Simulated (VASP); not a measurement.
# LiH (Fm-3m) in VASP: single point with PBE

Aim: the single point of LiH with PBE.

Program: VASP 6.6.1. These are calculated values, not measurements. Logs are shortened: lines on timing, memory, paths and dates and some standing lists are left out, and cuts for length are marked.

**1. The cell of the first run**

Symmetry: Fm-3m, No. 225, cubic system. Conventional cell: a = 4.065 Å, b = 4.065 Å, c = 4.065 Å, α = 90.00°, β = 90.00°, γ = 90.00°. Li (site symmetry m-3m) has 6 H at 2.03 Å within 2.7 Å. Within 2.7 Å of H (site symmetry m-3m) lie 6 Li at 2.03 Å.

**2. Single point, PBE**

Input file INCAR:

```
ALGO = Normal
EDIFF = 1E-6
ENCUT = 520
GGA = PE
ISIF = 2
ISMEAR = 0
ISYM = 0
LASPH = True
LCHARG = False
LREAL = Auto
LWAVE = False
NBANDS = 30
NELM = 100
PREC = Accurate
SIGMA = 0.1
```

Input file KPOINTS:

```
Automatic mesh
0
Gamma
  2 2 2
  0.5 0.5 0.5
```

Input file POSCAR:

```
LiH
1.0
   -4.0650000000      4.0650000000      0.0000000000
   -4.0650000000      0.0000000000      4.0650000000
    0.0000000000      4.0650000000      4.0650000000
Li H
8 8
Direct
    0.0000000000      0.0000000000      0.0000000000
    0.5000000000      0.0000000000      0.0000000000
    0.0000000000      0.5000000000      0.0000000000
    0.0000000000      0.0000000000      0.5000000000
    0.5000000000      0.5000000000      0.0000000000
    0.5000000000      0.0000000000      0.5000000000
    0.0000000000      0.5000000000      0.5000000000
    0.5000000000      0.5000000000      0.5000000000
    0.7500000000      0.7500000000      0.7500000000
    0.2500000000      0.7500000000      0.7500000000
    0.7500000000      0.2500000000      0.7500000000
    0.7500000000      0.7500000000      0.2500000000
    0.2500000000      0.2500000000      0.7500000000
    0.2500000000      0.7500000000      0.2500000000
    0.7500000000      0.2500000000      0.2500000000
    0.2500000000      0.2500000000      0.2500000000
```

Potentials or basis: VASP PAW PBE potentials, release 64 (Li_sv, H).

Run with:

```sh
> cat potpaw_PBE.64/Li_sv/POTCAR potpaw_PBE.64/H/POTCAR > POTCAR
> mpirun -np 1 vasp_std > vasp.out
```

OUTCAR:

```text
EDIFF = 1E-6
   ENCUT = 520
   GGA = PE
   ISIF = 2
   ISMEAR = 0
   ISYM = 0
   LASPH = True
   LREAL = Auto
   NELM = 100
   PREC = Accurate

 ion  position               nearest neighbor table
   1  0.000  0.000  0.000-
   2  0.500  0.000  0.000-
   3  0.000  0.500  0.000-
   4  0.000  0.000  0.500-
   5  0.500  0.500  0.000-
   6  0.500  0.000  0.500-
[... 8 lines left out ...]
  15  0.750  0.250  0.250-
  16  0.250  0.250  0.250-

IMPORTANT INFORMATION: All symmetrisations will be switched off!
NOSYMM: (Re-)initialisation of all symmetry stuff for point group C_1.

----------------------------------------------------------------------------------------

                                     Primitive cell

  volume of cell :     134.3419

  direct lattice vectors                    reciprocal lattice vectors
    -4.065000000  4.065000000  0.000000000    -0.123001230  0.123001230 -0.123001230
    -4.065000000  0.000000000  4.065000000    -0.123001230 -0.123001230  0.123001230
     0.000000000  4.065000000  4.065000000     0.123001230  0.123001230  0.123001230

  length of vectors
     5.748778131  5.748778131  5.748778131     0.213044380  0.213044380  0.213044380

  position of ions in fractional coordinates (direct lattice)
     0.000000000  0.000000000  0.000000000
     0.500000000  0.000000000  0.000000000
     0.000000000  0.500000000  0.000000000
     0.000000000  0.000000000  0.500000000
     0.500000000  0.500000000  0.000000000
     0.500000000  0.000000000  0.500000000
[... 8 lines left out ...]
     0.750000000  0.250000000  0.250000000
     0.250000000  0.250000000  0.250000000

  ion indices of the primitive-cell ions
   primitive index   ion index
                 1           1
                 2           2
                 3           3
                 4           4
                 5           5
                 6           6
[... 8 lines left out ...]
                15          15
                16          16

----------------------------------------------------------------------------------------

 KPOINTS: Automatic mesh

Automatic generation of k-mesh.
 Grid dimensions read from file:
 generate k-points for:    2    2    2

 Generating k-lattice:

  Cartesian coordinates                     Fractional coordinates (reciprocal lattice)
    -0.061500615  0.061500615 -0.061500615     0.500000000  0.000000000  0.000000000
    -0.061500615 -0.061500615  0.061500615     0.000000000  0.500000000  0.000000000
     0.061500615  0.061500615  0.061500615     0.000000000  0.000000000  0.500000000

  Length of vectors
     0.106522190  0.106522190  0.106522190

  Shift w.r.t. Gamma in fractional coordinates (k-lattice)
     0.500000000  0.500000000  0.500000000

 Subroutine IBZKPT returns following result:
 ===========================================

 Found     16 irreducible k-points:

 Following reciprocal coordinates:
            Coordinates               Weight
  0.250000  0.250000  0.250000      2.000000
  0.250000  0.000000  0.000000      2.000000
  0.000000  0.000000 -0.250000      2.000000
  0.000000  0.250000  0.000000      2.000000
 -0.250000  0.250000  0.250000      2.000000
  0.250000 -0.250000  0.250000      2.000000
[... 8 lines left out ...]
  0.000000  0.250000  0.500000      2.000000
  0.500000  0.250000  0.000000      2.000000
   k-points           NKPTS =     16   k-points in BZ     NKDIM =     16   number of bands    NBANDS=     30
   number of dos      NEDOS =    301   number of ions     NIONS =     16
   total plane-waves  NPLWV = 110592
   dimension x,y,z NGX =    48 NGY =   48 NGZ =   48
   dimension x,y,z NGXF=    96 NGYF=   96 NGZF=   96
   ions per type =               8   8
   NGX,Y,Z   is equivalent  to a cutoff of  13.88, 13.88, 13.88 a.u.
   NGXF,Y,Z  is equivalent  to a cutoff of  27.76, 27.76, 27.76 a.u.
 SYSTEM =  unknown system
   PREC   = accura    normal or accurate (medium, high low for compatibility)
   ISTART =      0    job   : 0-new  1-cont  2-samecut
   ICHARG =      2    charge: 1-file 2-atom 10-const
   ISPIN  =      1    spin polarized calculation?
   LNONCOLLINEAR =      F non collinear calculations
   LSORBIT =      F    spin-orbit coupling
   LASPH  =      T    aspherical Exc in radial PAW
   ENCUT  =  520.0 eV  38.22 Ry    6.18 a.u.  10.69 10.69 10.69*2*pi/ulx,y,z
   NELM   =    100;   NELMIN=  2; NELMDL= -5     # of ELM steps
   EDIFF  = 0.1E-05   stopping-criterion for ELM
   LREAL  =      T    real-space projection
   EDIFFG = 0.1E-04   stopping-criterion for IOM
   NSW    =      0    number of steps for IOM
   IBRION =     -1    ionic relax: 0-MD 1-quasi-New 2-CG
   NFREE  =      0    steps in history (QN), initial steepest desc. (CG)
   ISIF   =      2    stress and relaxation
   ISYM   =      0    0-nonsym 1-usesym 2-fastsym
   POTIM  = 0.5000    time-step for ionic-motion
   TEBEG  =    0.0;   TEEND  =   0.0 temperature during run
   PSTRESS=    0.0 pullay stress
   NELECT =      32.0000    total number of electrons
   NUPDOWN=      -1.0000    fix difference up-down
   EMIN   =  10.00;   EMAX   =-10.00  energy-range for DOS
   EFERMI =   0.00;   METHOD = LEGACY
   ISMEAR =     0;   SIGMA  =   0.10  broadening in eV -4-tet -1-fermi 0-gaus
   EFERMI_NEDOS =   21; number of points for ismear=-14 and -15
   IALGO  =     38    algorithm
   IMIX   =      4    mixing-type and parameters
     AMIX     =   0.40;   BMIX     =  1.00
     AMIX_MAG =   1.60;   BMIX_MAG =  1.00
  volume/ion in A,a.u.               =       8.40        56.66
  Fermi-wavevector in a.u.,A,eV,Ry     =   1.014817  1.917726 14.012000  1.029853
  Thomas-Fermi vector in A             =   2.148066
   LORBIT       =      0    0 simple, 1 ext, 2 COOP (PROOUT), +10 PAW based schemes
   GGA     = PE    functional components
   LHFCALC =     F    Hartree Fock is set to
   AEXX    =    0.0000 exact exchange contribution
   IVDW    =     0    specifies the selected vdW correction
   LEPSILON=     F    determine dielectric tensor
   LRPA    =     F    only Hartree local field effects (RPA)
 non-spin polarized calculation
 Gauss-broadening in eV      SIGMA  =   0.10
  energy-cutoff  :      520.00
  volume of cell :      134.34
 maximum number of plane-waves:      3620
 NGX is ok and might be reduce to    48
   NGX = 21   NGY = 21   NGZ = 21

 number of electron      31.9999984 magnetization

 Free energy of the ion-electron system (eV)
  ---------------------------------------------------
  ext. energy  EPLUGINS =         0.00000000
  ---------------------------------------------------
  free energy    TOTEN  =       -49.02439436 eV

  energy without entropy =      -49.02439436  energy(sigma->0) =      -49.02439436

 E-fermi :  -0.2703     XC(G=0):  -8.3807

 val. band max:       -0.7988215502   @ k =   0.2500   0.2500   0.2500
 cond. band min:       4.0005175085   @ k =   0.2500   0.2500   0.2500
 fundamental gap:      4.7993390587
 Fermi energy:        -0.2702622256

 k-point     1 :       0.2500    0.2500    0.2500
  band No.  band energies     occupation
      1     -44.4242      2.00000
      2     -44.3962      2.00000
      3     -44.3886      2.00000
      4     -44.3886      2.00000
      5     -44.3886      2.00000
      6     -44.3802      2.00000
[... 20 lines left out ...]
     27      10.9203      0.00000
     28      10.9203      0.00000

 k-point     2 :       0.2500    0.0000    0.0000
  band No.  band energies     occupation
      1     -44.4242      2.00000
      2     -44.3962      2.00000
      3     -44.3886      2.00000
      4     -44.3886      2.00000
      5     -44.3886      2.00000
      6     -44.3802      2.00000
[... 20 lines left out ...]
     27      10.9203      0.00000
     28      10.9204      0.00000

 k-point     3 :       0.0000    0.0000   -0.2500
  band No.  band energies     occupation
      1     -44.4242      2.00000
      2     -44.3962      2.00000
      3     -44.3886      2.00000
      4     -44.3886      2.00000
      5     -44.3886      2.00000
      6     -44.3802      2.00000
[... 20 lines left out ...]
     27      10.9203      0.00000
     28      10.9204      0.00000

 k-point     4 :       0.0000    0.2500    0.0000
  band No.  band energies     occupation
      1     -44.4242      2.00000
      2     -44.3962      2.00000
      3     -44.3886      2.00000
      4     -44.3886      2.00000
      5     -44.3886      2.00000
      6     -44.3802      2.00000
[... 20 lines left out ...]
     27      10.9203      0.00000
     28      10.9205      0.00000

 k-point     5 :      -0.2500    0.2500    0.2500
  band No.  band energies     occupation
      1     -44.4111      2.00000
      2     -44.4018      2.00000
      3     -44.3928      2.00000
      4     -44.3889      2.00000
      5     -44.3888      2.00000
      6     -44.3835      2.00000
[... 20 lines left out ...]
     27       8.8617      0.00000
     28       8.8617      0.00000

 k-point     6 :       0.2500   -0.2500    0.2500
  band No.  band energies     occupation
      1     -44.4111      2.00000
      2     -44.4018      2.00000
      3     -44.3928      2.00000
      4     -44.3889      2.00000
      5     -44.3888      2.00000
      6     -44.3835      2.00000
[... 214 lines left out ...]
      4     -44.3889      2.00000
      5     -44.3888      2.00000
      6     -44.3835      2.00000
[... 20 lines left out ...]
     27       8.8617      0.00000
     28       8.8617      0.00000

 k-point    14 :       0.5000   -0.2500    0.5000
  band No.  band energies     occupation
      1     -44.4111      2.00000
      2     -44.4018      2.00000
      3     -44.3928      2.00000
      4     -44.3889      2.00000
      5     -44.3888      2.00000
      6     -44.3835      2.00000
[... 20 lines left out ...]
     27       8.8617      0.00000
     28       8.8617      0.00000

 k-point    15 :       0.0000    0.2500    0.5000
  band No.  band energies     occupation
      1     -44.4111      2.00000
      2     -44.4018      2.00000
      3     -44.3928      2.00000
      4     -44.3889      2.00000
      5     -44.3888      2.00000
      6     -44.3835      2.00000
[... 20 lines left out ...]
     27       8.8617      0.00000
     28       8.8617      0.00000

 k-point    16 :       0.5000    0.2500    0.0000
  band No.  band energies     occupation
      1     -44.4111      2.00000
      2     -44.4018      2.00000
      3     -44.3928      2.00000
      4     -44.3888      2.00000
      5     -44.3888      2.00000
      6     -44.3835      2.00000
[... 20 lines left out ...]
     27       8.8617      0.00000
     28       8.8617      0.00000
 [bands above 28 left out]

------------------------ aborting loop because EDIFF is reached ----------------------------------------

  FORCE on cell =-STRESS in cart. coord.  units (eV):
  Direction    XX          YY          ZZ          XY          YZ          ZX
  --------------------------------------------------------------------------------------
  -------------------------------------------------------------------------------------
  Total       -1.4945643     -1.4945591     -1.4945585     -0.0003398      0.0003386     -0.0003349
  in kB      -17.8243429    -17.8242813    -17.8242748     -0.0040522      0.0040377     -0.0039945
  external PRESSURE =     -17.8242997 kB  Pullay stress =       0.0000000 kB

 VOLUME and BASIS-vectors are now :
 -----------------------------------------------------------------------------
  energy-cutoff  :      520.00
  volume of cell :      134.34
      direct lattice vectors                 reciprocal lattice vectors
    -4.065000000  4.065000000  0.000000000    -0.123001230  0.123001230 -0.123001230
    -4.065000000  0.000000000  4.065000000    -0.123001230 -0.123001230  0.123001230
     0.000000000  4.065000000  4.065000000     0.123001230  0.123001230  0.123001230

 POSITION                                       TOTAL-FORCE (eV/Angst)
 -----------------------------------------------------------------------------------
      0.00000      0.00000      0.00000        -0.000002      0.000003     -0.000003
     -2.03250      2.03250      0.00000         0.000000     -0.000001      0.000001
     -2.03250      0.00000      2.03250        -0.000005      0.000002      0.000002
      0.00000      2.03250      2.03250         0.000000     -0.000000     -0.000005
     -4.06500      2.03250      2.03250         0.000002      0.000001      0.000003
     -2.03250      4.06500      2.03250        -0.000000     -0.000001      0.000002
[... 8 lines left out ...]
     -4.06500      4.06500      2.03250         0.000002      0.000001     -0.000001
     -2.03250      2.03250      2.03250         0.000002      0.000002     -0.000004
 -----------------------------------------------------------------------------------
    total drift:                               -0.000002      0.000000      0.000002

  FREE ENERGIE OF THE ION-ELECTRON SYSTEM (eV)
  ---------------------------------------------------
  free  energy   TOTEN  =       -49.0243943588 eV

  energy  without entropy=      -49.0243943588  energy(sigma->0) =      -49.02439436
```

It took 6.2 min on 1 thread of AMD EPYC 7R13, shared host; peak memory 0.28 GiB.

What came out:

* Free energy: -49.0244 eV
* Band gap on the k mesh: 4.80 eV

Caveat: the k points lie up to 0.67 Å⁻¹ apart; the cutoff is under 1.25 times the usual one of these potentials, so pressure, stress and relaxed cells hold a basis-set (Pulay) error; a shifted mesh leaves out Γ, where band edges can lie.
